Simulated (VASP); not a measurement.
A run of VASP 6.6.1 is set up as follows.

Contents of INCAR:

```
  PREC = Accurate
  ENCUT = 600
  EDIFF = 1E-7
  ISMEAR = 0
  SIGMA = 0.1
  LREAL = F
  LASPH = T
  NELM = 80
  ALGO = Normal
  ISIF = 3
  LWAVE = F
  LCHARG = F
  GGA = PE
  IBRION = 2
  NSW = 90
  EDIFFG = -0.04
```

The input KPOINTS:

```
Automatic mesh
0
Gamma
  6 6 4
```

File POSCAR:

```
MgBe2Te2O
1.0
    4.0409037400      0.0000000000      0.0000000000
   -2.0204518700      3.4995253000      0.0000000000
    0.0000000000      0.0000000000      6.7846300900
Mg Be Te O
1 2 2 1
Direct
    0.0000000000      0.0000000000      0.5000000000
    0.3333333300      0.6666666700      0.3393990100
    0.6666666700      0.3333333300      0.6606009900
    0.3333333300      0.6666666700      0.7311559900
    0.6666666700      0.3333333300      0.2688440100
    0.0000000000      0.0000000000      0.0000000000
```

Potentials or basis: VASP PAW PBE potentials, release 64 (Mg, Be, Te, O).

The run is started by

```sh
$ cat potpaw_PBE.64/Mg/POTCAR potpaw_PBE.64/Be/POTCAR potpaw_PBE.64/Te/POTCAR potpaw_PBE.64/O/POTCAR > POTCAR
$ mpirun -np 1 vasp_std > vasp.out
```

Problem. What does it give for the relaxed volume?

Solution. 17.53 Å³/atom.

Problem. What does it give for the space group after relaxing (to 0.05 Å)?

Solution. P-3m1 (No. 164).

Problem. Predict the relaxed cell.

Solution. a = 3.950 Å, b = 3.950 Å, c = 7.785 Å, α = 90.00°, β = 90.00°, γ = 120.00°.

Forces on the atoms (eV/Å):
```
Mg   0.000  0.000  0.000
Be   0.000  0.000 -0.003
Be   0.000  0.000  0.003
Te   0.000  0.000 -0.019
Te   0.000  0.000  0.019
O    0.000  0.000  0.000
```
